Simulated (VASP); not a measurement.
Write the native input for VASP 6.6.1 that does the following.

| Quantity | Value |
| --- | --- |
| Task | single point |
| Functional | r2SCAN |
| Potentials or basis | VASP PAW PBE potentials, release 64 (Mn_pv, O) |
| Cutoff | 520 eV |
| k mesh | 8 × 8 × 8 |
| Occupations | gaussian, width 0.05 eV |
| Spin | collinear spin, antiferromagnetic start |
| Starting moments | [4.59, -4.59, 0.0, 0.0] μB |
| Dipole correction | no |
| Further INCAR settings | ALGO = Normal; EDIFF = 1e-06; NBANDS = 31 |

MnO:

```
Mn O
1.0
     1.57551   -0.90962    4.99657
     0.00000    1.81924    4.99657
    -1.57551   -0.90962    4.99657
Mn O
2 2
Cartesian
  1.5755 0.9096 2.4983
  1.5755 0.9096 9.9931
  0.0000 0.0000 3.7474
  0.0000 0.0000 11.2423
```

One way to write it, as run:

POSCAR

```
MnO
1.0
    1.5755089710     -0.9096205252      4.9965715198
    0.0000000000      1.8192410603      4.9965715180
   -1.5755089710     -0.9096205252      4.9965715198
Mn O
2 2
Direct
    0.5000000000      0.5000000000     -0.5000000000
    1.0000000000      1.0000000000      0.0000000000
    0.2499999998      0.2499999998      0.2499999998
    0.7500000002      0.7500000002      0.7500000002
```

INCAR.step1

```
SYSTEM = MnO
PREC = Accurate
ENCUT = 520
ISMEAR = 0
SIGMA = 0.05
LREAL = .FALSE.
LASPH = .TRUE.
NELM = 150
ISPIN = 2
MAGMOM = 4.59 -4.59 0 0
LMAXMIX = 4
NBANDS = 31
GGA = PE
ALGO = Normal
EDIFF = 1E-4
LWAVE = .TRUE.
LCHARG = .FALSE.
```

INCAR.step2

```
SYSTEM = MnO
PREC = Accurate
ENCUT = 520
EDIFF = 1E-6
ISMEAR = 0
SIGMA = 0.05
LREAL = .FALSE.
LASPH = .TRUE.
NELM = 150
ALGO = Normal
ISIF = 2
LWAVE = .FALSE.
LCHARG = .FALSE.
ISPIN = 2
MAGMOM = 4.59 -4.59 0 0
LORBIT = 11
LMAXMIX = 4
METAGGA = R2SCAN
LMIXTAU = .TRUE.
NBANDS = 31
ISTART = 1
```

KPOINTS

```
regular mesh
0
G
  8 8 8
  0 0 0
```

Potentials or basis: VASP PAW PBE potentials, release 64 (Mn_pv, O).

Launch:

```sh
$ cat potpaw_PBE.64/Mn_pv/POTCAR potpaw_PBE.64/O/POTCAR > POTCAR
$ cp INCAR.step1 INCAR
$ mpirun -np 1 vasp_std > vasp.out
$ cp INCAR.step2 INCAR
$ mpirun -np 1 vasp_std > vasp.out
```

It gave:

| Quantity | Value |
| --- | --- |
| Pressure | 0.2 GPa |
| Band gap on the k mesh | 1.71 eV |
| Net moment | 0.00 μB per cell |
| Site moments | Mn +4.45, -4.45; O +0.00 μB |
| Valence electrons inside the program's atomic spheres | Mn 11.37; O 5.03 |

Caveat: the PAW data sets were made with another functional, which shifts forces and pressure a little.

Wall time 33 min on 1 thread of Oxide Virtual Turin-like Processor, with other jobs on the host, peak memory 0.34 GiB.
